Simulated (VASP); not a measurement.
Runs of VASP 6.6.1 on AlGaN2. The structure is that of space group P-4m2 (No. 115), or close to it. The cells are those of the table. 

| cell | gap on the mesh (eV) | pressure (GPa) | largest force (eV/Å) |
| --- | --- | --- | --- |
| a = 3.188, b = 3.188, c = 4.291 Å, 4 atoms | 3.41 | -0.2 | (d) |
| a = 3.188, b = 3.188, c = 4.490 Å, 4 atoms | 3.02 | -8.4 | - |
| a = 3.141, b = 3.141, c = 4.357 Å, 4 atoms | 3.50 | 3.1 | 0.03 |
| a = 3.094, b = 3.094, c = 4.291 Å, 4 atoms | 3.85 | 14.0 | (a) |
| a = 3.235, b = 3.235, c = 4.291 Å, 4 atoms | (c) | -5.9 | (b) |

Alike in all rows: task single point; level r2SCAN; potentials or basis VASP PAW PBE potentials, release 64 (Al, Ga_d, N); no spin polarisation; k mesh 8 × 8 × 6; cutoff (eV) 520; smearing gaussian 0.05 eV.

Estimate the missing entries.

(a) 0.04; (b) 0.09; (c) 3.18; (d) 0.08.

Caveats: the PAW data sets were made with another functional, which shifts forces and pressure a little.

A k mesh can miss the band edges, and the runs leave out spin-orbit coupling on Ga.
